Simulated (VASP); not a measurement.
# Mo (Im-3m) in VASP: notebook, part 2 of 2

VASP 6.6.1. Earlier steps stand in the parts before.

**6. Single point, r2SCAN**

POSCAR reads:

```
Mo
1.0
   -1.5764210372      1.5764210372      1.5764210372
    1.5764210372     -1.5764210372      1.5764210372
    1.5764210372      1.5764210372     -1.5764210372
Mo
1
Direct
    0.0000000000      0.0000000000      0.0000000000
```

INCAR.step1 reads:

```
PREC = Accurate
ENCUT = 520
ISMEAR = -1
SIGMA = 0.1
LREAL = False
LASPH = True
NELM = 60
NBANDS = 13
GGA = PE
ALGO = Normal
EDIFF = 1E-4
LWAVE = True
LCHARG = False
```

INCAR.step2 reads:

```
PREC = Accurate
ENCUT = 520
EDIFF = 1E-6
ISMEAR = -1
SIGMA = 0.1
LREAL = False
LASPH = True
NELM = 60
ALGO = Normal
ISIF = 2
LWAVE = False
LCHARG = False
METAGGA = R2SCAN
LMIXTAU = True
NBANDS = 13
ISTART = 1
```

KPOINTS reads:

```
Automatic mesh
0
Gamma
  14 14 14
```

Potentials or basis: VASP PAW PBE potentials, release 64 (Mo_sv).

Run with:

```console
$ cat potpaw_PBE.64/Mo_sv/POTCAR > POTCAR
$ cp INCAR.step1 INCAR
$ mpirun -np 1 vasp_std > vasp.out
$ cp INCAR.step2 INCAR
$ mpirun -np 1 vasp_std > vasp.out
```

OUTCAR:

```text
PREC = Accurate
   ENCUT = 520
   EDIFF = 1E-6
   ISMEAR = -1
   LREAL = False
   LASPH = True
   NELM = 60
   ISIF = 2
   METAGGA = R2SCAN
   ISTART = 1

 ion  position               nearest neighbor table
   1  0.000  0.000  0.000-

  LATTYP: Found a body centered cubic cell.
 ALAT       =     3.1528420744

  Lattice vectors:

 A1 = (  -1.5764210372,   1.5764210372,   1.5764210372)
 A2 = (   1.5764210372,  -1.5764210372,   1.5764210372)
 A3 = (   1.5764210372,   1.5764210372,  -1.5764210372)

Analysis of symmetry for initial positions (statically):
=====================================================================
 Subroutine PRICEL returns:
 Original cell was already a primitive cell.

 Routine SETGRP: Setting up the symmetry group for a
 body centered cubic supercell.

 Subroutine GETGRP returns: Found 48 space group operations
 (whereof 48 operations were pure point group operations)
 out of a pool of 48 trial point group operations.

The static configuration has the point symmetry O_h .

[... 164 lines left out ...]
 k-point     1 :       0.0000    0.0000    0.0000
  band No.  band energies     occupation
      1     -50.7257      2.00000
      2     -23.2026      2.00000
      3     -23.2026      2.00000
      4     -23.2026      2.00000
      5       4.8538      2.00000
      6      11.0869      2.00000
      7      11.0869      2.00000
      8      11.0869      2.00000
      9      14.4104      0.00000
     10      14.4104      0.00000
     11      28.0017      0.00000
     12      28.0017      0.00000
     13      28.0017      0.00000
[... 354 lines left out ...]
  band No.  band energies     occupation
      1     -50.4012      2.00000
      2     -24.3487      2.00000
      3     -24.1193      2.00000
      4     -23.3879      2.00000
      5       8.4349      2.00000
      6       9.6991      2.00000
      7      10.4804      2.00000
      8      14.5628      0.00000
      9      15.0679      0.00000
     10      22.2452      0.00000
     11      23.2616      0.00000
     12      24.4805      0.00000
     13      30.5975      0.00000

 [... further k-points ...]

------------------------ aborting loop because EDIFF is reached ----------------------------------------

  FORCE on cell =-STRESS in cart. coord.  units (eV):
  Direction    XX          YY          ZZ          XY          YZ          ZX
  --------------------------------------------------------------------------------------
  -------------------------------------------------------------------------------------
  Total        0.1092045      0.1092045      0.1092045     -0.0000000     -0.0000000      0.0000000
  in kB       11.1654032     11.1654032     11.1654032     -0.0000000     -0.0000000      0.0000000
  external PRESSURE =      11.1654032 kB  Pullay stress =       0.0000000 kB

 VOLUME and BASIS-vectors are now :
 -----------------------------------------------------------------------------
  energy-cutoff  :      520.00
  volume of cell :       15.67
      direct lattice vectors                 reciprocal lattice vectors
    -1.576421037  1.576421037  1.576421037     0.000000000  0.317174148  0.317174148
     1.576421037 -1.576421037  1.576421037     0.317174148  0.000000000  0.317174148
     1.576421037  1.576421037 -1.576421037     0.317174148  0.317174148  0.000000000

 POSITION                                       TOTAL-FORCE (eV/Angst)
 -----------------------------------------------------------------------------------
      0.00000      0.00000      0.00000         0.000000      0.000000     -0.000000
 -----------------------------------------------------------------------------------
    total drift:                                0.000000     -0.000000      0.000000

  FREE ENERGIE OF THE ION-ELECTRON SYSTEM (eV)
  ---------------------------------------------------
  free  energy   TOTEN  =       -26.0799199979 eV

  energy  without entropy=      -26.0544097769  energy(sigma->0) =      -26.06716489
```

OUTCAR.step1:

```text
PREC = Accurate
   ENCUT = 520
   ISMEAR = -1
   LREAL = False
   LASPH = True
   NELM = 60
[... 598 lines left out ...]
 POSITION                                       TOTAL-FORCE (eV/Angst)
 -----------------------------------------------------------------------------------
      0.00000      0.00000      0.00000         0.000000      0.000000     -0.000000
 -----------------------------------------------------------------------------------
    total drift:                                0.000000      0.000000      0.000000

  FREE ENERGIE OF THE ION-ELECTRON SYSTEM (eV)
  ---------------------------------------------------
  free  energy   TOTEN  =       -10.9366811909 eV

  energy  without entropy=      -10.9082394959  energy(sigma->0) =      -10.92246034
```

Run time: 70 s. Hardware: 1 thread of Intel Xeon Platinum 8259CL at 2.50GHz (Skylake/Cascade Lake), shared host; peak memory 0.14 GiB.

Results:

```
Free energy            : -26.0799 eV
Pressure               : 1.1 GPa
Band gap on the k mesh : zero (band 7 reaches 16.63 eV, above the bottom of band 8 at 11.09 eV)
```

Levels at points of the mesh, in eV from the Fermi level:
```tsv
k point	band 4	band 5	band 6	band 7	band 8	band 9	band 10	band 11
(0.00, 0.00, 0.00)	-35.74	-7.69	-1.45	-1.45	-1.45	1.87	1.87	15.46
(0.50, 0.00, 0.00)	-35.76	-5.61	-3.61	1.54	1.85	2.54	4.87	12.17
(0.50, 0.50, 0.50)	-36.77	-5.66	-5.66	4.09	4.09	4.09	9.42	9.42
```

Caveat: the PAW data sets were made with another functional, which shifts forces and pressure a little.

**7. Summary**

```tsv
k mesh	gap on the mesh (eV)	pressure (GPa)
5 × 5 × 5	none	-1.9
7 × 7 × 7	none	1.1
9 × 9 × 9	none	0.3
11 × 11 × 11	none	1.1
14 × 14 × 14	none	1.1
```

Alike in all rows: task single point; level r2SCAN; potentials or basis VASP PAW PBE potentials, release 64 (Mo_sv); no spin polarisation; cell as given; cutoff (eV) 520; smearing fermi-dirac 0.1 eV.

Caveats: some runs use coarse meshes; the PAW data sets were made with another functional, which shifts forces and pressure a little.

Absolute energies hang on the potentials; compare differences alone.
